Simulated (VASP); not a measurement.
Sb: single point with r2SCAN

Sb:

```
Sb
1.0
    -1.56596    1.56596    2.69374
     1.56596   -1.56596    2.69374
     1.56596    1.56596   -2.69374
Sb
1
Direct
  0.00000 0.00000 0.00000
```

```
Program                : VASP 6.6.1
Task                   : single point
Functional             : r2SCAN
Potentials or basis    : VASP PAW PBE potentials, release 64 (Sb)
Cutoff                 : 520 eV
k mesh                 : 12 × 12 × 12
Occupations            : fermi-dirac, width 0.05 eV
Spin                   : no spin polarisation
Dipole correction      : no
Further INCAR settings : ALGO = Normal; EDIFF = 1e-06; NBANDS = 8
```

| Property | Result |
| --- | --- |
| Pressure | 2.5 GPa |

Stress tensor (GPa, compression positive):
```
2.31 0.00 0.00
0.00 2.31 0.00
0.00 0.00 3.01
```

Levels at points of the mesh, in eV from the Fermi level:
```csv
k point,band 1,band 2,band 3,band 4,band 5,band 6
"(0.00, 0.00, 0.00)",-13.77,5.01,5.88,5.88,9.77,11.30
"(0.50, 0.00, 0.00)",-9.57,-6.28,1.86,5.82,6.58,10.86
"(0.50, 0.50, 0.00)",-6.75,-4.84,-1.20,0.61,3.89,4.59
"(0.50, 0.50, 0.50)",-9.71,-6.16,2.25,2.25,6.14,6.78
```

Run time: 69 s on 1 thread of Intel(R) Xeon(R) 6975P-C (Granite Rapids), on a shared host, peak memory 0.18 GiB.

Caveat: the PAW data sets were made with another functional, which shifts forces and pressure a little; spin-orbit coupling is left out, which moves the levels of the heavy elements.
